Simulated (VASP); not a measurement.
# Ti (P6_3/mmc) in VASP: further runs

Ti is run at these levels: PBEsol; tasks: single point.

All numbers are computed with VASP 6.6.1; they aren't measurements. Logs are shortened: lines on timing, memory, paths and dates and some standing lists are left out, and cuts for length are marked.

### 1 The cell of the first run

The structure is hexagonal, space group P6_3/mmc (No. 194). Conventional cell: a = 2.871 Å, b = 2.871 Å, c = 4.619 Å, α = 90.00°, β = 90.00°, γ = 120.00°. Within 3.7 Å of Ti (site symmetry -6m2) lie 12 Ti at 2.84 to 2.87 Å.

### 2 Single point, PBEsol (biaxial strain in the a-b plane: -1.0 %)

The input, INCAR:

```
ALGO = Fast ; EDIFF = 1E-6
ENCUT = 520 ; GGA = PS
ISIF = 2 ; ISMEAR = 0
LASPH = T ; LCHARG = F
LREAL = F ; LWAVE = F
NBANDS = 19 ; NELM = 60
PREC = Accurate ; SIGMA = 0.1
```

The input, KPOINTS:

```
k-points
0
Gamma
  24 24 12
```

The input, POSCAR:

```
Ti
1.0
    2.8714308483      0.0000000000      0.0000000000
   -1.4357154242      2.4867320599      0.0000000000
    0.0000000000      0.0000000000      4.6185363893
Ti
2
Direct
    0.3333333333      0.6666666667      0.2500000000
    0.6666666667      0.3333333333      0.7500000000
```

Potentials or basis: VASP PAW PBE potentials, release 64 (Ti_sv).

The run is started by

```console
$ cat potpaw_PBE.64/Ti_sv/POTCAR > POTCAR
$ mpirun -np 1 vasp_std > vasp.out
```

OUTCAR:

```text
EDIFF = 1E-6
   ENCUT = 520
   GGA = PS
   ISIF = 2
   ISMEAR = 0
   LASPH = T
   LREAL = F
   NELM = 60
   PREC = Accurate

 ion  position               nearest neighbor table
   1  0.333  0.667  0.250-   2 2.84   2 2.84   2 2.84   2 2.84   2 2.84   2 2.84
   2  0.667  0.333  0.750-   1 2.84   1 2.84   1 2.84   1 2.84   1 2.84   1 2.84

  LATTYP: Found a hexagonal cell.
 ALAT       =     2.8714308483
 C/A-ratio  =     1.6084442333

  Lattice vectors:

 A1 = (   2.8714308483,   0.0000000000,   0.0000000000)
 A2 = (  -1.4357154242,   2.4867320599,   0.0000000000)
 A3 = (   0.0000000000,   0.0000000000,   4.6185363893)

Analysis of symmetry for initial positions (statically):
=====================================================================
 Subroutine PRICEL returns:
 Original cell was already a primitive cell.

 Routine SETGRP: Setting up the symmetry group for a
 hexagonal supercell.

 Subroutine GETGRP returns: Found 24 space group operations
 (whereof 12 operations were pure point group operations)
 out of a pool of 24 trial point group operations.

The static configuration has the point symmetry D_3d.
 The point group associated with its full space group is D_6h.

Analysis of symmetry for dynamics (positions and initial velocities):
=====================================================================
 Subroutine PRICEL returns:
 Original cell was already a primitive cell.

 Routine SETGRP: Setting up the symmetry group for a
 hexagonal supercell.

 Subroutine GETGRP returns: Found 24 space group operations
 (whereof 12 operations were pure point group operations)
 out of a pool of 24 trial point group operations.

The dynamic configuration has the point symmetry D_3d.
 The point group associated with its full space group is D_6h.

 Subroutine INISYM returns: Found 24 space group operations
 (whereof 12 operations are pure point group operations),
 and found     1 'primitive' translations

----------------------------------------------------------------------------------------

                                     Primitive cell

  volume of cell :      32.9786

[... 80 lines left out ...]
   ISTART =      0    job   : 0-new  1-cont  2-samecut
   ICHARG =      2    charge: 1-file 2-atom 10-const
   ISPIN  =      1    spin polarized calculation?
   LNONCOLLINEAR =      F non collinear calculations
   LSORBIT =      F    spin-orbit coupling
   LASPH  =      T    aspherical Exc in radial PAW
   ENCUT  =  520.0 eV  38.22 Ry    6.18 a.u.   5.34  5.34  8.59*2*pi/ulx,y,z
   NELM   =     60;   NELMIN=  2; NELMDL= -5     # of ELM steps
   EDIFF  = 0.1E-05   stopping-criterion for ELM
   LREAL  =      F    real-space projection
   EDIFFG = 0.1E-04   stopping-criterion for IOM
   NSW    =      0    number of steps for IOM
   IBRION =     -1    ionic relax: 0-MD 1-quasi-New 2-CG
   NFREE  =      0    steps in history (QN), initial steepest desc. (CG)
   ISIF   =      2    stress and relaxation
   ISYM   =      2    0-nonsym 1-usesym 2-fastsym
   POTIM  = 0.5000    time-step for ionic-motion
   TEBEG  =    0.0;   TEEND  =   0.0 temperature during run
   PSTRESS=    0.0 pullay stress
   NELECT =      24.0000    total number of electrons
   NUPDOWN=      -1.0000    fix difference up-down
   EMIN   =  10.00;   EMAX   =-10.00  energy-range for DOS
   EFERMI =   0.00;   METHOD = LEGACY
   ISMEAR =     0;   SIGMA  =   0.10  broadening in eV -4-tet -1-fermi 0-gaus
   EFERMI_NEDOS =   21; number of points for ismear=-14 and -15
   IALGO  =     68    algorithm
   IMIX   =      4    mixing-type and parameters
     AMIX     =   0.40;   BMIX     =  1.00
     AMIX_MAG =   1.60;   BMIX_MAG =  1.00
  volume/ion in A,a.u.               =      16.49       111.28
  Fermi-wavevector in a.u.,A,eV,Ry     =   1.472543  2.782703 29.502643  2.168383
  Thomas-Fermi vector in A             =   2.587545
   LORBIT       =      0    0 simple, 1 ext, 2 COOP (PROOUT), +10 PAW based schemes
   GGA     = PS    functional components
   LHFCALC =     F    Hartree Fock is set to
   AEXX    =    0.0000 exact exchange contribution
   IVDW    =     0    specifies the selected vdW correction
   LEPSILON=     F    determine dielectric tensor
   LRPA    =     F    only Hartree local field effects (RPA)
 non-spin polarized calculation
 RMM-DIIS sequential band-by-band and
 Gauss-broadening in eV      SIGMA  =   0.10
  energy-cutoff  :      520.00
  volume of cell :       32.98
 maximum number of plane-waves:       905
 NGX is ok and might be reduce to    24
   NGX = 11   NGY = 11   NGZ = 17

 number of electron      24.0000006 magnetization

 Free energy of the ion-electron system (eV)
  ---------------------------------------------------
  ext. energy  EPLUGINS =         0.00000000
  ---------------------------------------------------
  free energy    TOTEN  =       -16.68004385 eV

  energy without entropy =      -16.67061530  energy(sigma->0) =      -16.67532958

 E-fermi :   8.7694     XC(G=0): -11.8860

 val. band max:        8.7653362968   @ k =   0.1667   0.0417   0.3333
 cond. band min:       8.7761439648   @ k =   0.2083   0.2083   0.5000
 fundamental gap:      0.0108076680
 Fermi energy:         8.7694127394

 k-point     1 :       0.0000    0.0000    0.0000
  band No.  band energies     occupation
      1     -47.7710      2.00000
      2     -47.6083      2.00000
      3     -24.5139      2.00000
      4     -23.7497      2.00000
      5     -23.7497      2.00000
      6     -23.6901      2.00000
[... 505 lines left out ...]
      6     -23.9288      2.00000
[... 11 lines left out ...]
     18      12.5610      0.00000
     19      13.4040      0.00000

 [... further k-points ...]

------------------------ aborting loop because EDIFF is reached ----------------------------------------

  FORCE on cell =-STRESS in cart. coord.  units (eV):
  Direction    XX          YY          ZZ          XY          YZ          ZX
  --------------------------------------------------------------------------------------
  -------------------------------------------------------------------------------------
  Total        0.4184095      0.4184095      0.0246284     -0.0000000     -0.0000000      0.0000000
  in kB       20.3273330     20.3273330      1.1965069     -0.0000000     -0.0000000      0.0000000
  external PRESSURE =      13.9503910 kB  Pullay stress =       0.0000000 kB

 VOLUME and BASIS-vectors are now :
 -----------------------------------------------------------------------------
  energy-cutoff  :      520.00
  volume of cell :       32.98
      direct lattice vectors                 reciprocal lattice vectors
     2.871430848  0.000000000  0.000000000     0.348258430  0.201067098  0.000000000
    -1.435715424  2.486732060  0.000000000     0.000000000  0.402134197  0.000000000
     0.000000000  0.000000000  4.618536389     0.000000000  0.000000000  0.216518809

 POSITION                                       TOTAL-FORCE (eV/Angst)
 -----------------------------------------------------------------------------------
     -0.00000      1.65782      1.15463         0.000000     -0.000000      0.000000
      1.43572      0.82891      3.46390        -0.000000      0.000000      0.000000
 -----------------------------------------------------------------------------------
    total drift:                                0.000000     -0.000000      0.000000

  FREE ENERGIE OF THE ION-ELECTRON SYSTEM (eV)
  ---------------------------------------------------
  free  energy   TOTEN  =       -16.6800438506 eV

  energy  without entropy=      -16.6706153045  energy(sigma->0) =      -16.67532958
```

OSZICAR:

```text
N       E                     dE             d eps       ncg     rms          rms(c)
DAV:   1     0.261125770601E+03    0.26113E+03   -0.12998E+04 16250   0.159E+03
DAV:   2     0.113435869265E+02   -0.24978E+03   -0.24568E+03 16692   0.440E+02
DAV:   3    -0.176362546790E+02   -0.28980E+02   -0.28603E+02 30051   0.124E+02
[... 28 lines left out ...]
RMM:  32    -0.166800388971E+02   -0.19546E-05   -0.21105E-05 18655   0.198E-02    0.768E-03
RMM:  33    -0.166800409943E+02   -0.20972E-05   -0.20514E-05 18955   0.194E-02    0.112E-02
RMM:  34    -0.166800420733E+02   -0.10790E-05   -0.13561E-05 16978   0.148E-02    0.111E-02
RMM:  35    -0.166800430337E+02   -0.96041E-06   -0.12405E-05 14270   0.129E-02    0.103E-02
RMM:  36    -0.166800438506E+02   -0.81690E-06   -0.97531E-06 16877   0.124E-02
   1 F= -.16680044E+02 E0= -.16675330E+02  d E =-.942855E-02
```

It took 6.9 min on 1 thread of AMD EPYC 9R45 (Zen 5), shared host; peak memory 0.3 GiB.

Results:

| Quantity | Value |
| --- | --- |
| Free energy | -16.6800 eV |
| Pressure | 1.4 GPa |
| Band gap on the k mesh | zero (bands 12 and 13 overlap by 1.18 eV) |

Caveat: the cell differs from its parent crystal (biaxial strain in the a-b plane: -1.0 %); the PAW data sets were made with another functional, which shifts forces and pressure a little.

### 3 Single point, PBEsol (biaxial strain in the a-b plane: -1.0 %, then relaxed in part)

The input, INCAR:

```
  PREC = Accurate
  ENCUT = 520
  EDIFF = 1E-7
  ISMEAR = 0
  SIGMA = 0.1
  LREAL = False
  LASPH = True
  NELM = 60
  ALGO = Fast
  ISIF = 2
  LWAVE = False
  LCHARG = True
  GGA = PS
  LELF = True
  LVHAR = True
  NBANDS = 19
```

The input, KPOINTS:

```
Automatic mesh
0
Gamma
  24 24 12
```

Changes to POSCAR since step 2:

```diff
@@ -4,3 +4,3 @@
    -1.4357154242      2.4867320599      0.0000000000
-    0.0000000000      0.0000000000      4.6185363893
+    0.0000000000      0.0000000000      4.6280716277
 Ti
```

Potentials or basis: VASP PAW PBE potentials, release 64 (Ti_sv).

The run is started by

```console
$ cat potpaw_PBE.64/Ti_sv/POTCAR > POTCAR
$ mpirun -np 1 vasp_std > vasp.out
```

It took 9.5 min on 1 thread of AMD EPYC 9R45 (Zen 5), shared host; peak memory 0.29 GiB.

Results (log left out):

```
Free energy            : -16.6800 eV
Pressure               : 1.1 GPa
Band gap on the k mesh : zero (bands 12 and 13 overlap by 1.18 eV)
```

Stress tensor (GPa, compression positive):
```
 1.83  0.00  0.00
 0.00  1.83  0.00
 0.00  0.00 -0.32
```

Levels at points of the mesh, in eV from the Fermi level:
```tsv
k point	band 9	band 10	band 11	band 12	band 13	band 14	band 15	band 16
(0.00, 0.00, 0.00)	-6.33	-2.83	0.76	0.81	0.82	0.82	1.33	1.33
(0.50, 0.00, 0.00)	-2.40	-2.31	-2.01	-0.50	0.57	0.60	1.18	3.64
(0.00, 0.00, 0.50)	-4.44	-4.44	0.01	0.01	0.75	0.75	0.75	0.75
(0.50, 0.00, 0.50)	-2.69	-2.69	-0.92	-0.92	1.49	1.49	1.87	1.87
```

Caveat: the cell differs from its parent crystal (biaxial strain in the a-b plane: -1.0 %, then relaxed in part); the PAW data sets were made with another functional, which shifts forces and pressure a little.

### 4 Single point, PBEsol (biaxial strain in the a-b plane: +1.0 %, then relaxed in part)

The input, INCAR:

```
SYSTEM = Ti
ALGO     = Fast           ! electronic algorithm
EDIFF    = 1E-6           ! SCF threshold, eV
ENCUT    = 520            ! plane-wave cutoff, eV
GGA      = PS             ! functional
ISIF     = 2              ! what is computed and relaxed
ISMEAR   = 0              ! smearing method
LASPH    = .True.         ! aspherical terms in the spheres
LCHARG   = .False.        ! write CHGCAR
LREAL    = .False.        ! projectors in reciprocal space
LWAVE    = .False.        ! write WAVECAR
NBANDS   = 19             ! bands
NELM     = 60             ! most SCF steps
PREC     = Accurate       ! precision mode
SIGMA    = 0.1            ! smearing width, eV
```

The input, KPOINTS:

```
k-points
0
Gamma
  24 24 12
  0 0 0
```

The input, POSCAR:

```
Ti
1.0
    2.9294395523      0.0000000000      0.0000000000
   -1.4647197762      2.5369690712      0.0000000000
    0.0000000000      0.0000000000      4.5531686961
Ti
2
Direct
    0.3333333333      0.6666666667      0.2500000000
    0.6666666667      0.3333333333      0.7500000000
```

The run is started by

```console
$ cat potpaw_PBE.64/Ti_sv/POTCAR > POTCAR
$ mpirun -np 1 vasp_std > vasp.out
```

Run time: 7.3 min. Hardware: 1 thread of AMD EPYC 9R45 (Zen 5), shared host; peak memory 0.3 GiB.

Results (log left out):

```yaml
Free_energy: -16.6794 eV
Pressure: -1.8 GPa
Band_gap_on_the_k_mesh: zero (bands 12 and 13 overlap by 1.15 eV)
```

Stress tensor (GPa, compression positive):
```
-2.42  0.00  0.00
 0.00 -2.42  0.00
 0.00  0.00 -0.46
```

Levels at points of the mesh, in eV from the Fermi level:
| k point | band 8 | band 9 | band 10 | band 11 | band 12 | band 13 | band 14 | band 15 | band 16 | band 17 |
| --- | --- | --- | --- | --- | --- | --- | --- | --- | --- | --- |
| (0.00, 0.00, 0.00) | -32.52 | -6.28 | -2.76 | 0.75 | 0.75 | 1.02 | 1.02 | 1.30 | 1.30 | 1.55 |
| (0.50, 0.00, 0.00) | -32.58 | -2.42 | -2.26 | -1.91 | -0.67 | 0.37 | 0.71 | 1.28 | 3.38 | 3.65 |
| (0.00, 0.00, 0.50) | -32.58 | -4.34 | -4.34 | 0.15 | 0.15 | 0.62 | 0.62 | 0.62 | 0.62 | 2.89 |
| (0.50, 0.00, 0.50) | -32.69 | -2.63 | -2.63 | -0.82 | -0.82 | 1.38 | 1.38 | 1.71 | 1.71 | 3.55 |

Caveat: the cell differs from its parent crystal (biaxial strain in the a-b plane: +1.0 %, then relaxed in part); the PAW data sets were made with another functional, which shifts forces and pressure a little.

### 5 Single point, PBEsol (strain along c alone, the other axes held: -3.0 %)

The input, INCAR:

```
  PREC = Accurate
  ENCUT = 520
  EDIFF = 1E-7
  ISMEAR = 0
  SIGMA = 0.1
  LREAL = F
  LASPH = T
  NELM = 80
  ALGO = Fast
  ISIF = 2
  LWAVE = F
  LCHARG = T
  GGA = PS
  LELF = T
  LVHAR = T
  NBANDS = 19
```

The input, KPOINTS:

```
Automatic mesh
0
Gamma
  24 24 12
```

The input, POSCAR:

```
Ti
1.0
    2.9004352004      0.0000000000      0.0000000000
   -1.4502176002      2.5118505656      0.0000000000
    0.0000000000      0.0000000000      4.4532607335
Ti
2
Direct
    0.3333333333      0.6666666667      0.2500000000
    0.6666666667      0.3333333333      0.7500000000
```

The run is started by

```console
$ cat potpaw_PBE.64/Ti_sv/POTCAR > POTCAR
$ mpirun -np 1 vasp_std > vasp.out
```

Run time: 26 min. Hardware: 1 thread of Intel Xeon 8259CL, shared host; peak memory 0.34 GiB.

It converged, with:

```
Free energy            : -16.6661 eV
Pressure               : 3.7 GPa
Band gap on the k mesh : zero (bands 12 and 13 overlap by 1.21 eV)
```

Stress tensor (GPa, compression positive):
```
2.45 0.00 0.00
0.00 2.45 0.00
0.00 0.00 6.10
```

Levels at points of the mesh, in eV from the Fermi level:
| k point | band 8 | band 9 | band 10 | band 11 | band 12 | band 13 | band 14 | band 15 | band 16 | band 17 |
| --- | --- | --- | --- | --- | --- | --- | --- | --- | --- | --- |
| (0.00, 0.00, 0.00) | -32.40 | -6.38 | -2.88 | 0.74 | 0.74 | 1.13 | 1.28 | 1.36 | 1.36 | 1.55 |
| (0.50, 0.00, 0.00) | -32.48 | -2.49 | -2.41 | -2.01 | -0.68 | 0.30 | 0.80 | 1.40 | 3.51 | 3.82 |
| (0.00, 0.00, 0.50) | -32.48 | -4.35 | -4.35 | 0.20 | 0.20 | 0.58 | 0.58 | 0.58 | 0.58 | 3.04 |
| (0.50, 0.00, 0.50) | -32.60 | -2.75 | -2.75 | -0.85 | -0.85 | 1.49 | 1.49 | 1.74 | 1.74 | 3.70 |

Caveat: the cell differs from its parent crystal (strain along c alone, the other axes held: -3.0 %); the cell stands under pressure; the PAW data sets were made with another functional, which shifts forces and pressure a little.

(Continued in part 2 of 2.)
